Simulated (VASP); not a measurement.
# MgCd3O4 (P1) in VASP: relaxation of volume and atoms at fixed shape with PBEsol

Aim: the relaxation of volume and atoms at fixed shape of MgCd3O4 with PBEsol.

All numbers are computed with VASP 6.6.1; they aren't measurements. Logs are shortened: lines on timing, memory, paths and dates and some standing lists are left out, and cuts for length are marked.

## Step 1: The cell of the first run

The typed cell holds 64 atoms: a = 9.143 Å, b = 9.143 Å, c = 9.143 Å, α = 90.00°, β = 90.00°, γ = 90.00°.

## Step 2: Relaxation of volume and atoms at fixed shape, PBEsol

INCAR reads:

```
  ALGO = Normal
  EDIFF = 1E-6
  EDIFFG = -0.03
  ENCUT = 600
  GGA = PS
  IBRION = 2
  ISIF = 8
  ISMEAR = -1
  LASPH = True
  LCHARG = False
  LREAL = Auto
  LWAVE = False
  NCORE = 4
  NELM = 80
  NSW = 100
  PREC = Accurate
  SIGMA = 0.05
```

KPOINTS reads:

```
Automatic mesh
0
Gamma
  1 1 1
  0.5 0.5 0.5
```

POSCAR reads:

```
MgCd3O4
1.0
    9.1430620000      0.0000000000      0.0000000000
    0.0000000000      9.1430620000      0.0000000000
    0.0000000000      0.0000000000      9.1430620000
O Mg Cd
32 8 24
Direct
    0.2481720000      0.0020680000      0.0006180000
    0.2492210000      0.9998050000      0.5007400000
    0.2517640000      0.4986030000      0.0026970000
    0.2453420000      0.5039150000      0.4965810000
    0.7512900000      0.0022460000      0.0019490000
    0.7482850000      0.9968760000      0.5019530000
    0.7458180000      0.4966510000      0.9996310000
    0.7477610000      0.5007280000      0.4983810000
    0.0028710000      0.2534280000      0.9994160000
    0.9994180000      0.2509830000      0.4985240000
    0.0029140000      0.7506560000      0.9962260000
    0.0011110000      0.7502500000      0.5034930000
    0.5040160000      0.2487630000      0.9941770000
    0.5014050000      0.2506890000      0.5008810000
    0.5025280000      0.7506220000      0.9996060000
    0.5008880000      0.7487500000      0.5008870000
    0.0011870000      0.9994770000      0.2494410000
    0.9981920000      0.9970900000      0.7506000000
    0.9970970000      0.4945940000      0.2512240000
    0.0033590000      0.4985320000      0.7515890000
    0.5012310000      0.9984990000      0.2460750000
    0.4999180000      0.9961700000      0.7463440000
    0.4997240000      0.4995910000      0.2534690000
    0.4956290000      0.4996960000      0.7531240000
    0.2470020000      0.2518880000      0.2461150000
    0.2491240000      0.2477160000      0.7509180000
    0.2508230000      0.7467820000      0.2491970000
    0.2468150000      0.7496130000      0.7467820000
    0.7504020000      0.2442010000      0.2522310000
    0.7522130000      0.2517170000      0.7499310000
    0.7476010000      0.7507340000      0.2516140000
    0.7507020000      0.7512790000      0.7471470000
    0.9999330000      0.0021200000      0.0037000000
    0.2496260000      0.7492870000      0.0002760000
    0.2474470000      0.7496990000      0.5030220000
    0.7485390000      0.7504550000      0.5008530000
    0.2482320000      0.5008950000      0.2482560000
    0.7470340000      0.0007330000      0.2528820000
    0.5010860000      0.2495400000      0.2498170000
    0.5022020000      0.7519380000      0.7526740000
    0.0029320000      0.0006130000      0.5001950000
    0.0003280000      0.4962910000      0.9992950000
    0.9983190000      0.5030700000      0.4968240000
    0.4974490000      0.0002700000      0.0018220000
    0.4984080000      0.9992780000      0.4973750000
    0.4993460000      0.5016770000      0.0016640000
    0.5009590000      0.4985850000      0.5033080000
    0.2490340000      0.2503310000      0.9992060000
    0.2527520000      0.2501980000      0.4977010000
    0.7522150000      0.2458640000      0.0022740000
    0.7520010000      0.2544770000      0.5013980000
    0.7479160000      0.7468890000      0.9998100000
    0.2515870000      0.0013200000      0.2491620000
    0.2530720000      0.0008980000      0.7511530000
    0.2513240000      0.5000110000      0.7507420000
    0.7511580000      0.0016770000      0.7514600000
    0.7515490000      0.4990300000      0.2506670000
    0.7541030000      0.4991980000      0.7484430000
    0.9984350000      0.2500330000      0.2540120000
    0.9958440000      0.2512470000      0.7470000000
    0.0003410000      0.7465580000      0.2546430000
    0.9960020000      0.7503950000      0.7523570000
    0.5016280000      0.2459570000      0.7499080000
    0.4974040000      0.7486670000      0.2513680000
```

Potentials or basis: VASP PAW PBE potentials, release 64 (O, Mg, Cd).

Run with:

```sh
$ cat potpaw_PBE.64/O/POTCAR potpaw_PBE.64/Mg/POTCAR potpaw_PBE.64/Cd/POTCAR > POTCAR
$ mpirun -np 4 vasp_std > vasp.out
```

OUTCAR:

```text
EDIFF = 1E-6
   EDIFFG = -0.03
   ENCUT = 600
   GGA = PS
   IBRION = 2
   ISIF = 8
   ISMEAR = -1
   LASPH = True
   LREAL = Auto
   NELM = 80
   NSW = 100
   PREC = Accurate

 ion  position               nearest neighbor table
   1  0.248  0.002  0.001-  33 2.27  48 2.27  53 2.27  44 2.28  54 2.28  34 2.31
   2  0.249  1.000  0.501-  41 2.25  45 2.28  35 2.29  49 2.29  54 2.29  53 2.30
   3  0.252  0.499  0.003-  37 2.25  46 2.26  48 2.27  34 2.29  42 2.30  55 2.30
   4  0.245  0.504  0.497-  35 2.25  43 2.26  37 2.27  49 2.32  55 2.32  47 2.34
   5  0.751  0.002  0.002-  50 2.23  33 2.27  56 2.29  38 2.29  44 2.32  52 2.34
   6  0.748  0.997  0.502-  36 2.25  38 2.28  56 2.28  45 2.29  41 2.33  51 2.36
[... 76 lines left out ...]
  58  0.754  0.499  0.748-  30 2.26  20 2.28   8 2.29   7 2.30  32 2.31  24 2.36  60 3.17  51 3.18
                            62 3.19  43 3.21  42 3.21  47 3.22  36 3.23  52 3.23  40 3.26  63 3.27
  59  0.998  0.250  0.254-  10 2.24  19 2.24  29 2.27  25 2.27  17 2.29   9 2.33  51 3.19  41 3.20
                            57 3.21  43 3.21  50 3.22  49 3.22  33 3.22  38 3.24  37 3.24  42 3.24
  60  0.996  0.251  0.747-  30 2.23  20 2.26  10 2.27   9 2.31  26 2.32  18 2.32  51 3.16  58 3.17
                            56 3.20  42 3.22  41 3.22  50 3.23  43 3.25  55 3.26  48 3.27  33 3.27
  61  0.000  0.747  0.255-  12 2.28  27 2.29  19 2.30  31 2.31  17 2.31  11 2.36  43 3.14  37 3.19
                            35 3.20  57 3.21  36 3.22  41 3.23  34 3.26  42 3.27  53 3.27  33 3.27
  62  0.996  0.750  0.752-  11 2.23  32 2.24  18 2.26  12 2.28  28 2.29  20 2.30  58 3.19  52 3.20
                            56 3.21  36 3.23  35 3.24  42 3.24  34 3.24  41 3.25  43 3.25  33 3.25
  63  0.502  0.246  0.750-  13 2.23  14 2.28  22 2.28  30 2.29  26 2.31  24 2.32  54 3.19  56 3.19
                            44 3.22  51 3.23  47 3.23  45 3.23  49 3.24  48 3.25  50 3.25  55 3.26
  64  0.497  0.749  0.251-  27 2.25  23 2.28  16 2.28  21 2.29  31 2.29  15 2.30  45 3.21  46 3.21
                            37 3.21  53 3.22  34 3.23  36 3.24  44 3.24  35 3.24  38 3.24  47 3.25

  LATTYP: Found a simple cubic cell.
 ALAT       =     9.1430620000

  Lattice vectors:

 A1 = (   9.1430620000,   0.0000000000,   0.0000000000)
 A2 = (   0.0000000000,   9.1430620000,   0.0000000000)
 A3 = (   0.0000000000,   0.0000000000,   9.1430620000)

Analysis of symmetry for initial positions (statically):
=====================================================================
 Subroutine PRICEL returns:
 Original cell was already a primitive cell.

 Routine SETGRP: Setting up the symmetry group for a
 simple cubic supercell.

 Subroutine GETGRP returns: Found  1 space group operations
 (whereof  1 operations were pure point group operations)
 out of a pool of 48 trial point group operations.

The static configuration has the point symmetry C_1 .

Analysis of symmetry for dynamics (positions and initial velocities):
=====================================================================
 Subroutine PRICEL returns:
 Original cell was already a primitive cell.

 Routine SETGRP: Setting up the symmetry group for a
 simple cubic supercell.

 Subroutine GETGRP returns: Found  1 space group operations
 (whereof  1 operations were pure point group operations)
 out of a pool of 48 trial point group operations.

The dynamic configuration has the point symmetry C_1 .

 Subroutine INISYM returns: Found  1 space group operations
 (whereof  1 operations are pure point group operations),
 and found     1 'primitive' translations

----------------------------------------------------------------------------------------

                                     Primitive cell

  volume of cell :     764.3196

  direct lattice vectors                    reciprocal lattice vectors
     9.143062000  0.000000000  0.000000000     0.109372549  0.000000000  0.000000000
     0.000000000  9.143062000  0.000000000     0.000000000  0.109372549  0.000000000
     0.000000000  0.000000000  9.143062000     0.000000000  0.000000000  0.109372549

  length of vectors
     9.143062000  9.143062000  9.143062000     0.109372549  0.109372549  0.109372549

  position of ions in fractional coordinates (direct lattice)
[... 162 lines left out ...]
   number of dos      NEDOS =    301   number of ions     NIONS =     64
   total plane-waves  NPLWV = 512000
   dimension x,y,z NGX =    80 NGY =   80 NGZ =   80
   dimension x,y,z NGXF=   160 NGYF=  160 NGZF=  160
   ions per type =              32   8  24
   NGX,Y,Z   is equivalent  to a cutoff of  14.55, 14.55, 14.55 a.u.
   NGXF,Y,Z  is equivalent  to a cutoff of  29.09, 29.09, 29.09 a.u.
 SYSTEM =  unknown system
   PREC   = accura    normal or accurate (medium, high low for compatibility)
   ISTART =      0    job   : 0-new  1-cont  2-samecut
   ICHARG =      2    charge: 1-file 2-atom 10-const
   ISPIN  =      1    spin polarized calculation?
   LNONCOLLINEAR =      F non collinear calculations
   LSORBIT =      F    spin-orbit coupling
   LASPH  =      T    aspherical Exc in radial PAW
   ENCUT  =  600.0 eV  44.10 Ry    6.64 a.u.  18.26 18.26 18.26*2*pi/ulx,y,z
   NELM   =     80;   NELMIN=  2; NELMDL= -5     # of ELM steps
   EDIFF  = 0.1E-05   stopping-criterion for ELM
   LREAL  =      T    real-space projection
   EDIFFG = -.3E-01   stopping-criterion for IOM
   NSW    =    100    number of steps for IOM
   IBRION =      2    ionic relax: 0-MD 1-quasi-New 2-CG
   NFREE  =      1    steps in history (QN), initial steepest desc. (CG)
   ISIF   =      8    stress and relaxation
   ISYM   =      2    0-nonsym 1-usesym 2-fastsym
   POTIM  = 0.5000    time-step for ionic-motion
   TEBEG  =    0.0;   TEEND  =   0.0 temperature during run
   PSTRESS=    0.0 pullay stress
   NELECT =     496.0000    total number of electrons
   NUPDOWN=      -1.0000    fix difference up-down
   EMIN   =  10.00;   EMAX   =-10.00  energy-range for DOS
   EFERMI =   0.00;   METHOD = LEGACY
   ISMEAR =    -1;   SIGMA  =   0.05  broadening in eV -4-tet -1-fermi 0-gaus
   EFERMI_NEDOS =   21; number of points for ismear=-14 and -15
   IALGO  =     38    algorithm
   IMIX   =      4    mixing-type and parameters
     AMIX     =   0.40;   BMIX     =  1.00
     AMIX_MAG =   1.60;   BMIX_MAG =  1.00
  volume/ion in A,a.u.               =      11.94        80.59
  Fermi-wavevector in a.u.,A,eV,Ry     =   1.417350  2.678403 27.332479  2.008881
  Thomas-Fermi vector in A             =   2.538589
   LORBIT       =      0    0 simple, 1 ext, 2 COOP (PROOUT), +10 PAW based schemes
   GGA     = PS    functional components
   LHFCALC =     F    Hartree Fock is set to
   AEXX    =    0.0000 exact exchange contribution
   IVDW    =     0    specifies the selected vdW correction
   LEPSILON=     F    determine dielectric tensor
   LRPA    =     F    only Hartree local field effects (RPA)
 conjugate gradient relaxation of ions
 non-spin polarized calculation
  energy-cutoff  :      600.00
  volume of cell :      764.32
 maximum number of plane-waves:     25576
 NGX is ok and might be reduce to    72
   NGX = 37   NGY = 37   NGZ = 37

--------------------------------------- Ionic step        1  -------------------------------------------

 number of electron     496.0000005 magnetization

 Free energy of the ion-electron system (eV)
  ---------------------------------------------------
  ext. energy  EPLUGINS =         0.00000000
  ---------------------------------------------------
  free energy    TOTEN  =      -296.71458074 eV

  energy without entropy =     -296.71458074  energy(sigma->0) =     -296.71458074

------------------------ aborting loop because EDIFF is reached ----------------------------------------

  FORCE on cell =-STRESS in cart. coord.  units (eV):
  Direction    XX          YY          ZZ          XY          YZ          ZX
  --------------------------------------------------------------------------------------
  -------------------------------------------------------------------------------------
  Total       27.3904880     26.0762642     26.8554839     -0.4967364     -0.3880856     -0.3489779
  in kB       57.4163206     54.6614264     56.2948375     -1.0412658     -0.8135104     -0.7315323
  external PRESSURE =      56.1241948 kB  Pullay stress =       0.0000000 kB
[... 275 lines left out ...]
  FREE ENERGIE OF THE ION-ELECTRON SYSTEM (eV)
  ---------------------------------------------------
  free  energy   TOTEN  =      -298.6694354274 eV

  energy  without entropy=     -298.6694354274  energy(sigma->0) =     -298.66943543

[... ionic steps 4 to 13 ...]

--------------------------------------- Ionic step       14  -------------------------------------------

 number of electron     496.0000003 magnetization

------------------------ aborting loop because EDIFF is reached ----------------------------------------
[... 191 lines left out ...]
--------------------------------------- Ionic step       16  -------------------------------------------

 number of electron     496.0000003 magnetization

 Free energy of the ion-electron system (eV)
  ---------------------------------------------------
  ext. energy  EPLUGINS =         0.00000000
  ---------------------------------------------------
  free energy    TOTEN  =      -300.04864473 eV

  energy without entropy =     -300.04864473  energy(sigma->0) =     -300.04864473

 E-fermi :   3.0341     XC(G=0): -11.7709

 val. band max:        1.7436767680   @ k =   0.5000   0.5000   0.5000
 cond. band min:       4.7405630063   @ k =   0.5000   0.5000   0.5000
 fundamental gap:      2.9968862384
 Fermi energy:         3.0340623484

 k-point     1 :       0.5000    0.5000    0.5000
  band No.  band energies     occupation
      1     -14.9504      2.00000
      2     -14.8913      2.00000
      3     -14.8283      2.00000
      4     -14.7753      2.00000
      5     -14.7636      2.00000
      6     -14.7268      2.00000
[... 252 lines left out ...]
    259       7.3937      0.00000
    260       7.4507      0.00000
 [bands above 260 left out]

------------------------ aborting loop because EDIFF is reached ----------------------------------------

  FORCE on cell =-STRESS in cart. coord.  units (eV):
  Direction    XX          YY          ZZ          XY          YZ          ZX
  --------------------------------------------------------------------------------------
  -------------------------------------------------------------------------------------
  Total        0.4208468     -0.1550044      0.3839030      1.1102747      0.1442067      0.6636793
  in kB        0.8639618     -0.3182105      0.7881196      2.2792975      0.2960438      1.3624759
  external PRESSURE =       0.4446237 kB  Pullay stress =       0.0000000 kB
[... 79 lines left out ...]
  FREE ENERGIE OF THE ION-ELECTRON SYSTEM (eV)
  ---------------------------------------------------
  free  energy   TOTEN  =      -300.0486447297 eV

  energy  without entropy=     -300.0486447297  energy(sigma->0) =     -300.04864473

 reached required accuracy - stopping structural energy minimisation
```

It took 23 min on 4 MPI ranks of Intel Xeon Platinum 8375C at 2.90GHz (Ice Lake), shared host; peak memory 0.43 GiB.

Results:

| Property | Result |
| --- | --- |
| Free energy | -300.0486 eV |
| Relaxed volume | 12.19 Å³/atom |
| Relaxed cell | a = 9.207 Å, b = 9.207 Å, c = 9.207 Å, α = 90.00°, β = 90.00°, γ = 90.00° |
| Space group after relaxing (to 0.1 Å) | P1 (No. 1) |
| Energy gained by relaxing | 52.1 meV/atom |
| Ionic steps | 16 |
| Pressure after relaxing | 0.0 GPa |
| Largest force after relaxing | 0.018 eV/Å |
| Band gap on the k mesh | 3.00 eV |

Forces on the atoms (eV/Å):
```
O   -0.010 -0.003  0.004
O   -0.007  0.016 -0.005
O    0.003  0.001  0.005
O    0.000 -0.003 -0.002
O    0.003 -0.004 -0.001
O    0.002 -0.006 -0.005
O    0.007  0.005  0.001
O    0.011  0.000 -0.009
O   -0.001 -0.003  0.000
O   -0.005 -0.005  0.006
O   -0.002 -0.003  0.003
O    0.012 -0.001  0.000
O    0.001  0.001  0.000
O    0.001  0.006 -0.004
O    0.002  0.006 -0.007
O    0.008  0.002 -0.006
O   -0.002 -0.006 -0.001
O   -0.009  0.000  0.004
O    0.007 -0.007 -0.002
O    0.001 -0.003  0.004
O    0.006  0.004 -0.001
O   -0.005  0.002  0.000
O    0.006  0.000 -0.004
O    0.002 -0.001  0.001
O    0.009 -0.001  0.003
O   -0.004  0.001  0.007
O    0.005  0.000  0.004
O    0.007  0.001 -0.009
O    0.000  0.006  0.002
O   -0.006  0.004 -0.002
O   -0.006 -0.003 -0.003
O   -0.011 -0.003 -0.004
Mg  -0.005  0.005  0.001
Mg  -0.001 -0.001  0.005
Mg  -0.008  0.001  0.002
Mg  -0.008 -0.002  0.001
Mg  -0.002 -0.015  0.000
Mg  -0.003  0.004 -0.003
Mg   0.004  0.005  0.001
Mg   0.002  0.004  0.001
Cd   0.000 -0.006  0.003
Cd   0.000 -0.006  0.007
Cd  -0.005 -0.004 -0.001
Cd  -0.003  0.002 -0.002
Cd  -0.001  0.000 -0.007
Cd  -0.002  0.005  0.001
Cd   0.004  0.008 -0.004
Cd   0.003  0.002  0.000
Cd   0.004 -0.001  0.005
Cd  -0.004 -0.004  0.002
Cd   0.002  0.003  0.008
Cd   0.006 -0.001 -0.007
Cd   0.003  0.001  0.004
Cd  -0.004 -0.002  0.013
Cd   0.004 -0.007  0.004
Cd  -0.008  0.007  0.003
Cd   0.003  0.004 -0.003
Cd  -0.001  0.000 -0.007
Cd  -0.001 -0.001  0.006
Cd  -0.003 -0.006  0.005
Cd   0.001  0.001  0.001
Cd   0.000 -0.004 -0.003
Cd  -0.002 -0.001 -0.005
Cd   0.002  0.004 -0.008
```

Stress tensor (GPa, compression positive):
```
 0.09  0.23  0.14
 0.23 -0.03  0.03
 0.14  0.03  0.08
```

Step by step:
| step | energy change (eV) | largest force (eV/Å) | pressure (GPa) | volume (Å³) |
| --- | --- | --- | --- | --- |
| 1 | 0.0000 | 1.7462 | 5.61 | 764.32 |
| 2 | -1.9449 | 0.7463 | -4.53 | 811.54 |
| 3 | -1.9549 | 0.8046 | -3.92 | 807.98 |
| 4 | -2.9618 | 0.4689 | -1.22 | 788.66 |
| 5 | -3.1321 | 0.4052 | 0.72 | 777.10 |
| 6 | -3.2681 | 0.2516 | 0.07 | 780.13 |
| 7 | -3.2919 | 0.1819 | -0.29 | 782.01 |
| 8 | -3.3149 | 0.0944 | 0.25 | 779.31 |
| 9 | -3.3164 | 0.0773 | 0.45 | 778.31 |
| 10 | -3.3257 | 0.0685 | -0.19 | 781.73 |
| 11 | -3.3259 | 0.0672 | -0.11 | 781.32 |
| 12 | -3.3300 | 0.0478 | -0.04 | 780.90 |
| 13 | -3.3311 | 0.0506 | 0.03 | 780.52 |
| 14 | -3.3329 | 0.0352 | -0.01 | 780.72 |
| 15 | -3.3332 | 0.0329 | -0.03 | 780.83 |
| 16 | -3.3341 | 0.0179 | 0.04 | 780.44 |

Final structure:
```
O Mg Cd
1.0
     9.20690    0.00000    0.00000
     0.00000    9.20690    0.00000
     0.00000    0.00000    9.20690
O Mg Cd
32 8 24
Direct
  0.23603 0.98329 0.00396
  0.24777 0.98025 0.49671
  0.24833 0.51717 0.01457
  0.24957 0.51710 0.48532
  0.76418 0.99527 0.01529
  0.75173 0.98415 0.48603
  0.75299 0.50375 0.00370
  0.75096 0.51961 0.49688
  0.00223 0.23303 0.00059
  0.00034 0.24771 0.50062
  0.01426 0.76202 0.99903
  0.00420 0.75073 0.50253
  0.49891 0.24837 0.01163
  0.49957 0.24929 0.48819
  0.48488 0.75112 0.98556
  0.49640 0.75042 0.51233
  0.98638 0.00112 0.23737
  0.99792 0.99971 0.76769
  0.01370 0.49653 0.24912
  0.00028 0.49852 0.75264
  0.51213 0.01374 0.24837
  0.50080 0.98923 0.75197
  0.48938 0.48547 0.24930
  0.49968 0.51092 0.75102
  0.26458 0.26222 0.25066
  0.25379 0.25155 0.74861
  0.25406 0.73810 0.25152
  0.26320 0.74846 0.74422
  0.73557 0.23857 0.25188
  0.74618 0.24941 0.74782
  0.74522 0.76146 0.26429
  0.73367 0.75107 0.73492
  0.00038 0.99525 0.00420
  0.25012 0.75003 0.00275
  0.25393 0.74732 0.50032
  0.74320 0.75298 0.49997
  0.25360 0.50354 0.25028
  0.74950 0.99874 0.25039
  0.49985 0.24946 0.24969
  0.49627 0.75020 0.74730
  0.99866 0.99651 0.49822
  0.00346 0.50191 0.00221
  0.00148 0.50273 0.49886
  0.49951 0.99767 0.00204
  0.50055 0.99774 0.49854
  0.49708 0.50140 0.00156
  0.49865 0.50203 0.49862
  0.24978 0.24963 0.00346
  0.25116 0.25290 0.49652
  0.75067 0.24584 0.00320
  0.74858 0.24713 0.49696
  0.74839 0.75256 0.99943
  0.25032 0.99848 0.24924
  0.24916 0.99543 0.75177
  0.25119 0.50441 0.75041
  0.75021 0.99642 0.75038
  0.74782 0.49960 0.25209
  0.74866 0.50346 0.74828
  0.00029 0.24792 0.24875
  0.00003 0.24770 0.75219
  0.00059 0.75060 0.25074
  0.00130 0.75113 0.75047
  0.49993 0.24967 0.75045
  0.49878 0.75004 0.25117
```

Caveat: the k points lie up to 0.68 Å⁻¹ apart in the final cell; the PAW data sets were made with another functional, which shifts forces and pressure a little; a shifted mesh leaves out Γ, where band edges can lie.
